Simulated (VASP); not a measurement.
Input of a VASP 6.6.1 run:

INCAR

```
  PREC = Accurate
  ENCUT = 600
  EDIFF = 1E-7
  ISMEAR = 0
  SIGMA = 0.1
  LREAL = False
  LASPH = True
  NELM = 80
  ALGO = Normal
  ISIF = 3
  LWAVE = False
  LCHARG = False
  GGA = PS
  IBRION = 2
  NSW = 70
  EDIFFG = -0.008
  PSTRESS = -10.0
```

KPOINTS

```
Automatic mesh
0
Gamma
  14 14 14
```

Contents of POSCAR:

```
AlRu
1.0
    2.9860160164      0.0000000000      0.0000000000
    0.0000000000      2.9860160164      0.0000000000
    0.0000000000      0.0000000000      2.9860160164
Al Ru
1 1
Direct
    0.0000000000      0.0000000000      0.0000000000
    0.5000000000      0.5000000000      0.5000000000
```

Potentials or basis: VASP PAW PBE potentials, release 64 (Al, Ru_pv).

Run with:

```bash
$ cat potpaw_PBE.64/Al/POTCAR potpaw_PBE.64/Ru_pv/POTCAR > POTCAR
$ mpirun -np 1 vasp_std > vasp.out
```

Question: What does it give for the band gap on the k mesh?

Answer: Zero (an odd number of electrons rules out a gap without spin polarisation).

Question: Estimate the space group after relaxing (to 0.1 Å).

Answer: Pm-3m (No. 221).

The path:
```csv
step,energy change (eV),largest force (eV/Å),pressure (GPa),volume (Å³)
1,0.0000,0.0000,-2.05,26.62
2,-0.0015,0.0000,0.70,26.29
3,-0.0013,0.0000,-1.00,26.49
```

Caveat: the cell is relaxed towards a set pressure, so the run minimises the enthalpy, not the energy; the PAW data sets were made with another functional, which shifts forces and pressure a little.
